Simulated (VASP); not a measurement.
Input of a VASP 6.6.1 run:

Contents of INCAR:

```
SYSTEM = TaH
PREC     = Accurate       ! precision mode
ENCUT    = 500            ! plane-wave cutoff, eV
EDIFF    = 1E-6           ! SCF threshold, eV
ISMEAR   = 0              ! smearing method
SIGMA    = 0.2            ! smearing width, eV
LREAL    = .False.        ! projectors in reciprocal space
LASPH    = .True.         ! aspherical terms in the spheres
NELM     = 120            ! most SCF steps
ALGO     = Normal         ! electronic algorithm
ISIF     = 2              ! what is computed and relaxed
LWAVE    = .False.        ! write WAVECAR
LCHARG   = .True.         ! write CHGCAR
GGA      = PE             ! functional
LELF     = .True.         ! ELF
LVHAR    = .True.       
NBANDS   = 13             ! bands
GGA_COMPAT= .False.
```

Contents of KPOINTS:

```
Automatic mesh
0
Gamma
  8 6 6
  0 0 0
```

File POSCAR:

```
TaH
1.0
    2.8667770561      0.0000000000      0.0000000000
    0.0000000000      2.8280523825      0.0000000000
    0.0000000000      0.0000000000      2.8477622784
Ta H
1 1
Direct
    0.5000000000      0.0000000000      0.5000000000
    0.0000000000      0.0000000000      0.0000000000
```

Potentials or basis: VASP PAW PBE potentials, release 64 (Ta_pv, H).

The run is started by

```console
$ cat potpaw_PBE.64/Ta_pv/POTCAR potpaw_PBE.64/H/POTCAR > POTCAR
$ mpirun -np 1 vasp_std > vasp.out
```

(1) What does it give for the band gap on the k mesh?

(2) What does it give for the pressure?

## Answers

(1) zero (band 6 reaches 7.20 eV, above the bottom of band 7 at 4.37 eV).

(2) 0.1 GPa.

Caveat: the k points lie up to 0.37 Å⁻¹ apart; spin-orbit coupling is left out, which moves the levels of the heavy elements.
